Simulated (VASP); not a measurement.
Input of a VASP 6.6.1 run:

INCAR

```
SYSTEM = Sb
PREC = Accurate ; ENCUT = 600
EDIFF = 1E-8 ; ISMEAR = -1
SIGMA = 0.15 ; LREAL = .FALSE.
LASPH = .TRUE. ; NELM = 80
ALGO = Normal ; ISIF = 3
LWAVE = .FALSE. ; LCHARG = .FALSE.
NBANDS = 8 ; IBRION = 6
NFREE = 2 ; POTIM = 0.015
NSW = 1
```

File KPOINTS:

```
Automatic mesh
0
G
  14 14 14
  0 0 0
```

POSCAR

```
Sb
1.0
    3.0833436100      0.0000000000      0.0000000000
    0.0000000000      3.0833436100      0.0000000000
    0.0000000000      0.0000000000      3.0833436100
Sb
1
Direct
    0.0000000000      0.0000000000      0.0000000000
```

Potentials or basis: VASP PAW LDA potentials, release 64 (Sb).

Command:

```sh
$ cat potpaw_LDA.64/Sb/POTCAR > POTCAR
$ mpirun -np 1 vasp_std > vasp.out
```

(1) Estimate the elastic constants C11, C12, C44.

(2) Predict the Voigt bulk modulus.

Answers

(1) 152, 11, 11 GPa.

(2) 58 GPa.

Caveat: the cell is under stress, which shifts elastic constants.
